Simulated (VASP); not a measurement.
# SiMo3 (Pm-3n) in VASP: a series of runs

SiMo3 is run at these levels: PBEsol; tasks: single point.

Everything below comes from runs of VASP 6.6.1. Logs are shortened: lines on timing, memory, paths and dates and some standing lists are left out, and cuts for length are marked.

### 1 The cell of the first run

It takes space group Pm-3n (No. 223, cubic). Conventional cell: a = 4.862 Å, b = 4.862 Å, c = 4.862 Å, α = 90.00°, β = 90.00°, γ = 90.00°. Si (site symmetry m-3) has 12 Mo at 2.72 Å within 3.6 Å. Within 3.2 Å of Mo (site symmetry -4m2) lie 10 Mo at 2.43 to 2.98 Å and 4 Si at 2.72 Å.

### 2 Single point, PBEsol

INCAR

```
SYSTEM = SiMo3
PREC = Accurate
ENCUT = 520
EDIFF = 1E-6
ISMEAR = 0
SIGMA = 0.1
LREAL = .FALSE.
LASPH = .TRUE.
NELM = 80
ALGO = Fast
ISIF = 2
LWAVE = .FALSE.
LCHARG = .FALSE.
GGA = PS
NBANDS = 56
```

KPOINTS

```
regular mesh
0
G
  8 8 8
  0 0 0
```

POSCAR

```
SiMo3
1.0
    4.8615836805      0.0000000000      0.0000000000
    0.0000000000      4.8615836805      0.0000000000
    0.0000000000      0.0000000000      4.8615836805
Si Mo
2 6
Direct
    0.5000000000      0.5000000000      0.5000000000
    0.0000000000      0.0000000000      0.0000000000
    0.0000000000      0.5000000000      0.2500000000
    0.0000000000      0.5000000000      0.7500000000
    0.5000000000      0.7500000000      0.0000000000
    0.5000000000      0.2500000000      0.0000000000
    0.7500000000      0.0000000000      0.5000000000
    0.2500000000      0.0000000000      0.5000000000
```

Potentials or basis: VASP PAW PBE potentials, release 64 (Si, Mo_sv).

Command:

```bash
> cat potpaw_PBE.64/Si/POTCAR potpaw_PBE.64/Mo_sv/POTCAR > POTCAR
> mpirun -np 1 vasp_std > vasp.out
```

OUTCAR:

```text
SYSTEM = SiMo3
   PREC = Accurate
   ENCUT = 520
   EDIFF = 1E-6
   ISMEAR = 0
   LREAL = .FALSE.
   LASPH = .TRUE.
   NELM = 80
   ISIF = 2
   GGA = PS

 ion  position               nearest neighbor table
   1  0.500  0.500  0.500-   3 2.72   4 2.72   5 2.72   6 2.72   7 2.72   8 2.72   5 2.72   6 2.72
                             7 2.72   8 2.72   3 2.72   4 2.72
   2  0.000  0.000  0.000-   3 2.72   4 2.72   5 2.72   6 2.72   7 2.72   8 2.72   7 2.72   8 2.72
                             3 2.72   4 2.72   5 2.72   6 2.72
   3  0.000  0.500  0.250-   4 2.43   4 2.43   1 2.72   2 2.72   2 2.72   1 2.72   8 2.98   5 2.98
                             6 2.98   7 2.98   8 2.98   7 2.98   5 2.98   6 2.98
   4  0.000  0.500  0.750-   3 2.43   3 2.43   1 2.72   2 2.72   2 2.72   1 2.72   8 2.98   5 2.98
                             6 2.98   7 2.98   8 2.98   7 2.98   5 2.98   6 2.98
   5  0.500  0.750  0.000-   6 2.43   6 2.43   1 2.72   1 2.72   2 2.72   2 2.72   8 2.98   4 2.98
                             7 2.98   8 2.98   3 2.98   7 2.98   3 2.98   4 2.98
   6  0.500  0.250  0.000-   5 2.43   5 2.43   1 2.72   1 2.72   2 2.72   2 2.72   8 2.98   4 2.98
                             7 2.98   8 2.98   3 2.98   7 2.98   3 2.98   4 2.98
   7  0.750  0.000  0.500-   8 2.43   8 2.43   1 2.72   2 2.72   1 2.72   2 2.72   3 2.98   4 2.98
                             5 2.98   6 2.98   5 2.98   3 2.98   4 2.98   6 2.98
   8  0.250  0.000  0.500-   7 2.43   7 2.43   1 2.72   2 2.72   1 2.72   2 2.72   3 2.98   4 2.98
                             5 2.98   6 2.98   5 2.98   3 2.98   4 2.98   6 2.98

  LATTYP: Found a simple cubic cell.
 ALAT       =     4.8615836805

  Lattice vectors:

 A1 = (   4.8615836805,   0.0000000000,   0.0000000000)
 A2 = (   0.0000000000,   4.8615836805,   0.0000000000)
 A3 = (   0.0000000000,   0.0000000000,   4.8615836805)

Analysis of symmetry for initial positions (statically):
=====================================================================
 Subroutine PRICEL returns:
 Original cell was already a primitive cell.

 Routine SETGRP: Setting up the symmetry group for a
 simple cubic supercell.

 Subroutine GETGRP returns: Found 48 space group operations
 (whereof 24 operations were pure point group operations)
 out of a pool of 48 trial point group operations.

The static configuration has the point symmetry T_h .
 The point group associated with its full space group is O_h .

Analysis of symmetry for dynamics (positions and initial velocities):
=====================================================================
 Subroutine PRICEL returns:
 Original cell was already a primitive cell.

 Routine SETGRP: Setting up the symmetry group for a
 simple cubic supercell.

 Subroutine GETGRP returns: Found 48 space group operations
 (whereof 24 operations were pure point group operations)
 out of a pool of 48 trial point group operations.

The dynamic configuration has the point symmetry T_h .
 The point group associated with its full space group is O_h .

 Subroutine INISYM returns: Found 48 space group operations
 (whereof 24 operations are pure point group operations),
 and found     1 'primitive' translations

----------------------------------------------------------------------------------------

                                     Primitive cell

  volume of cell :     114.9035

  direct lattice vectors                    reciprocal lattice vectors
     4.861583680  0.000000000  0.000000000     0.205694289  0.000000000  0.000000000
     0.000000000  4.861583680  0.000000000     0.000000000  0.205694289  0.000000000
     0.000000000  0.000000000  4.861583680     0.000000000  0.000000000  0.205694289

  length of vectors
     4.861583680  4.861583680  4.861583680     0.205694289  0.205694289  0.205694289

  position of ions in fractional coordinates (direct lattice)
     0.500000000  0.500000000  0.500000000
     0.000000000  0.000000000  0.000000000
     0.000000000  0.500000000  0.250000000
     0.000000000  0.500000000  0.750000000
     0.500000000  0.750000000  0.000000000
     0.500000000  0.250000000  0.000000000
     0.750000000  0.000000000  0.500000000
     0.250000000  0.000000000  0.500000000

  ion indices of the primitive-cell ions
   primitive index   ion index
                 1           1
                 2           2
                 3           3
                 4           4
                 5           5
                 6           6
                 7           7
                 8           8

----------------------------------------------------------------------------------------

 KPOINTS: regular mesh

Automatic generation of k-mesh.
 Grid dimensions read from file:
 generate k-points for:    8    8    8

 Generating k-lattice:

  Cartesian coordinates                     Fractional coordinates (reciprocal lattice)
     0.025711786  0.000000000  0.000000000     0.125000000  0.000000000  0.000000000
     0.000000000  0.025711786  0.000000000     0.000000000  0.125000000  0.000000000
     0.000000000  0.000000000  0.025711786     0.000000000  0.000000000  0.125000000

  Length of vectors
     0.025711786  0.025711786  0.025711786

  Shift w.r.t. Gamma in fractional coordinates (k-lattice)
     0.000000000  0.000000000  0.000000000

 Subroutine IBZKPT returns following result:
 ===========================================

 Found     35 irreducible k-points:

 Following reciprocal coordinates:
            Coordinates               Weight
  0.000000  0.000000  0.000000      1.000000
  0.125000  0.000000  0.000000      6.000000
  0.250000  0.000000  0.000000      6.000000
  0.375000  0.000000  0.000000      6.000000
  0.500000  0.000000  0.000000      3.000000
  0.125000  0.125000  0.000000     12.000000
[... 16 lines left out ...]
  0.375000  0.375000  0.125000     24.000000
  0.500000  0.375000  0.125000     24.000000
 [... further k-points ...]
   k-points           NKPTS =     35   k-points in BZ     NKDIM =     35   number of bands    NBANDS=     56
   number of dos      NEDOS =    301   number of ions     NIONS =      8
   total plane-waves  NPLWV =  46656
   dimension x,y,z NGX =    36 NGY =   36 NGZ =   36
   dimension x,y,z NGXF=    72 NGYF=   72 NGZF=   72
   ions per type =               2   6
   NGX,Y,Z   is equivalent  to a cutoff of  12.31, 12.31, 12.31 a.u.
   NGXF,Y,Z  is equivalent  to a cutoff of  24.62, 24.62, 24.62 a.u.
 SYSTEM =  SiMo3
   PREC   = accura    normal or accurate (medium, high low for compatibility)
   ISTART =      0    job   : 0-new  1-cont  2-samecut
   ICHARG =      2    charge: 1-file 2-atom 10-const
   ISPIN  =      1    spin polarized calculation?
   LNONCOLLINEAR =      F non collinear calculations
   LSORBIT =      F    spin-orbit coupling
   LASPH  =      T    aspherical Exc in radial PAW
   ENCUT  =  520.0 eV  38.22 Ry    6.18 a.u.   9.04  9.04  9.04*2*pi/ulx,y,z
   NELM   =     80;   NELMIN=  2; NELMDL= -5     # of ELM steps
   EDIFF  = 0.1E-05   stopping-criterion for ELM
   LREAL  =      F    real-space projection
   EDIFFG = 0.1E-04   stopping-criterion for IOM
   NSW    =      0    number of steps for IOM
   IBRION =     -1    ionic relax: 0-MD 1-quasi-New 2-CG
   NFREE  =      0    steps in history (QN), initial steepest desc. (CG)
   ISIF   =      2    stress and relaxation
   ISYM   =      2    0-nonsym 1-usesym 2-fastsym
   POTIM  = 0.5000    time-step for ionic-motion
   TEBEG  =    0.0;   TEEND  =   0.0 temperature during run
   PSTRESS=    0.0 pullay stress
   NELECT =      92.0000    total number of electrons
   NUPDOWN=      -1.0000    fix difference up-down
   EMIN   =  10.00;   EMAX   =-10.00  energy-range for DOS
   EFERMI =   0.00;   METHOD = LEGACY
   ISMEAR =     0;   SIGMA  =   0.10  broadening in eV -4-tet -1-fermi 0-gaus
   EFERMI_NEDOS =   21; number of points for ismear=-14 and -15
   IALGO  =     68    algorithm
   IMIX   =      4    mixing-type and parameters
     AMIX     =   0.40;   BMIX     =  1.00
     AMIX_MAG =   1.60;   BMIX_MAG =  1.00
  volume/ion in A,a.u.               =      14.36        96.93
  Fermi-wavevector in a.u.,A,eV,Ry     =   1.520173  2.872710 31.442055  2.310926
  Thomas-Fermi vector in A             =   2.629059
   LORBIT       =      0    0 simple, 1 ext, 2 COOP (PROOUT), +10 PAW based schemes
   GGA     = PS    functional components
   LHFCALC =     F    Hartree Fock is set to
   AEXX    =    0.0000 exact exchange contribution
   IVDW    =     0    specifies the selected vdW correction
   LEPSILON=     F    determine dielectric tensor
   LRPA    =     F    only Hartree local field effects (RPA)
 non-spin polarized calculation
 RMM-DIIS sequential band-by-band and
 Gauss-broadening in eV      SIGMA  =   0.10
  energy-cutoff  :      520.00
  volume of cell :      114.90
 maximum number of plane-waves:      3136
   NGX = 19   NGY = 19   NGZ = 19

 number of electron      91.9999996 magnetization

 Free energy of the ion-electron system (eV)
  ---------------------------------------------------
  ext. energy  EPLUGINS =         0.00000000
  ---------------------------------------------------
  free energy    TOTEN  =       -85.11100499 eV

  energy without entropy =      -85.08989959  energy(sigma->0) =      -85.10045229

 E-fermi :  12.9228     XC(G=0): -13.3234

 val. band max:       12.9162272407   @ k =   0.3750   0.3750   0.0000
 cond. band min:      12.9417828091   @ k =   0.2500   0.1250   0.1250
 fundamental gap:      0.0255555684
 Fermi energy:        12.9227558792

 k-point     1 :       0.0000    0.0000    0.0000
  band No.  band energies     occupation
      1     -48.2735      2.00000
      2     -48.1480      2.00000
      3     -48.1480      2.00000
      4     -47.7960      2.00000
      5     -47.7960      2.00000
      6     -47.7960      2.00000
[... 48 lines left out ...]
     55      15.7067      0.00000
     56      15.7072      0.00000

 k-point     2 :       0.1250    0.0000    0.0000
  band No.  band energies     occupation
      1     -48.2658      2.00000
      2     -48.1516      2.00000
      3     -48.1381      2.00000
      4     -47.8112      2.00000
      5     -47.7960      2.00000
      6     -47.7960      2.00000
[... 48 lines left out ...]
     55      15.6785      0.00000
     56      15.7864      0.00000

 k-point     3 :       0.2500    0.0000    0.0000
  band No.  band energies     occupation
      1     -48.2463      2.00000
      2     -48.1621      2.00000
      3     -48.1073      2.00000
      4     -47.8541      2.00000
      5     -47.7960      2.00000
      6     -47.7960      2.00000
[... 1172 lines left out ...]
 k-point    23 :       0.3750    0.3750    0.1250
  band No.  band energies     occupation
      1     -48.1802      2.00000
      2     -48.0974      2.00000
      3     -48.0473      2.00000
      4     -47.9307      2.00000
      5     -47.9065      2.00000
      6     -47.8115      2.00000
[... 48 lines left out ...]
     55      15.3456      0.00000
     56      15.4895      0.00000

 k-point    24 :       0.5000    0.3750    0.1250
  band No.  band energies     occupation
      1     -48.1771      2.00000
      2     -48.0847      2.00000
      3     -47.9959      2.00000
      4     -47.9909      2.00000
      5     -47.9148      2.00000
      6     -47.8115      2.00000
[... 48 lines left out ...]
     55      15.1476      0.00000
     56      15.5234      0.00000

 [... further k-points ...]

------------------------ aborting loop because EDIFF is reached ----------------------------------------

  FORCE on cell =-STRESS in cart. coord.  units (eV):
  Direction    XX          YY          ZZ          XY          YZ          ZX
  --------------------------------------------------------------------------------------
  -------------------------------------------------------------------------------------
  Total        0.4492967      0.4492967      0.4492967     -0.0000000     -0.0000000      0.0000000
  in kB        6.2648477      6.2648477      6.2648477     -0.0000000     -0.0000000      0.0000000
  external PRESSURE =       6.2648477 kB  Pullay stress =       0.0000000 kB

 VOLUME and BASIS-vectors are now :
 -----------------------------------------------------------------------------
  energy-cutoff  :      520.00
  volume of cell :      114.90
      direct lattice vectors                 reciprocal lattice vectors
     4.861583680  0.000000000  0.000000000     0.205694289  0.000000000  0.000000000
     0.000000000  4.861583680  0.000000000     0.000000000  0.205694289  0.000000000
     0.000000000  0.000000000  4.861583680     0.000000000  0.000000000  0.205694289

 POSITION                                       TOTAL-FORCE (eV/Angst)
 -----------------------------------------------------------------------------------
      2.43079      2.43079      2.43079        -0.000000     -0.000000     -0.000000
      0.00000      0.00000      0.00000        -0.000000     -0.000000     -0.000000
      0.00000      2.43079      1.21540        -0.000000     -0.000000     -0.000000
      0.00000      2.43079      3.64619        -0.000000     -0.000000      0.000000
      2.43079      3.64619      0.00000         0.000000     -0.000000     -0.000000
      2.43079      1.21540      0.00000         0.000000     -0.000000      0.000000
      3.64619      0.00000      2.43079         0.000000      0.000000     -0.000000
      1.21540      0.00000      2.43079        -0.000000      0.000000      0.000000
 -----------------------------------------------------------------------------------
    total drift:                                0.000000      0.000000     -0.000000

  FREE ENERGIE OF THE ION-ELECTRON SYSTEM (eV)
  ---------------------------------------------------
  free  energy   TOTEN  =       -85.1110049880 eV

  energy  without entropy=      -85.0898995923  energy(sigma->0) =      -85.10045229
```

It took 95 s on 1 thread of Intel Xeon 6975P-C (Granite Rapids), shared host; peak memory 0.3 GiB.

Results:

| Item | Value |
| --- | --- |
| Free energy | -85.1110 eV |
| Pressure | 0.6 GPa |
| Band gap on the k mesh | zero (bands 46 and 47 overlap by 2.48 eV) |

Caveat: the PAW data sets were made with another functional, which shifts forces and pressure a little.

### 3 Single point, PBEsol

This run uses another cell than the first one: it holds 16 atoms, not 8.

INCAR

```
  PREC = Accurate
  ENCUT = 520
  EDIFF = 1E-7
  ISMEAR = 0
  SIGMA = 0.1
  LREAL = Auto
  LASPH = T
  NELM = 80
  ALGO = Fast
  ISIF = 2
  LWAVE = F
  LCHARG = F
  GGA = PS
  NBANDS = 106
```

KPOINTS

```
regular mesh
0
Gamma
  6 6 6
```

POSCAR

```
SiMo3
1.0
   -4.8605603690      4.8605603690      0.0000000000
    0.0000000000      4.8605603690     -4.8605603690
   -4.8605603690      0.0000000000     -4.8605603690
Si Mo
4 12
Direct
    0.7500000000      0.7500000000      0.7500000000
    0.2500000000      0.2500000000      0.2500000000
    0.5000000000      0.5000000000      0.5000000000
    1.0000000000      0.0000000000      1.0000000000
    0.3750000000      0.1250000000      0.6250000000
    0.8750000000      0.6250000000      0.1250000000
    0.6250000000      0.8750000000      0.3750000000
    0.1250000000      0.3750000000      0.8750000000
    0.6250000000      0.1250000000      0.8750000000
    0.1250000000      0.6250000000      0.3750000000
    0.3750000000      0.8750000000      0.1250000000
    0.8750000000      0.3750000000      0.6250000000
    0.8750000000      0.1250000000      0.3750000000
    0.3750000000      0.6250000000      0.8750000000
    0.1250000000      0.8750000000      0.6250000000
    0.6250000000      0.3750000000      0.1250000000
```

Potentials or basis: VASP PAW PBE potentials, release 64 (Si, Mo_sv).

Command:

```bash
> cat potpaw_PBE.64/Si/POTCAR potpaw_PBE.64/Mo_sv/POTCAR > POTCAR
> mpirun -np 1 vasp_std > vasp.out
```

It took 14 min on 1 thread of Intel Xeon 6975P-C (Granite Rapids), shared host; peak memory 0.54 GiB.

Results (log left out):

```
Free energy            : -170.2625 eV
Pressure               : 0.6 GPa
Band gap on the k mesh : zero (bands 92 and 93 overlap by 0.34 eV)
```

Levels at points of the mesh, in eV from the Fermi level:
| k point | band 88 | band 89 | band 90 | band 91 | band 92 | band 93 | band 94 | band 95 | band 96 | band 97 |
| --- | --- | --- | --- | --- | --- | --- | --- | --- | --- | --- |
| (0.00, 0.00, 0.00) | -1.21 | -1.21 | -1.21 | -1.21 | -1.21 | 1.28 | 1.28 | 1.28 | 1.30 | 1.30 |
| (0.50, 0.00, 0.00) | -1.67 | -0.56 | -0.56 | -0.56 | -0.56 | 0.88 | 0.88 | 0.88 | 0.88 | 1.38 |
| (0.50, 0.50, 0.00) | -0.89 | -0.89 | -0.78 | -0.72 | -0.53 | -0.10 | 0.26 | 0.26 | 0.26 | 0.84 |

Caveat: the PAW data sets were made with another functional, which shifts forces and pressure a little.

The gap in the log of VASP goes by the Fermi energy; the results here count the filled bands.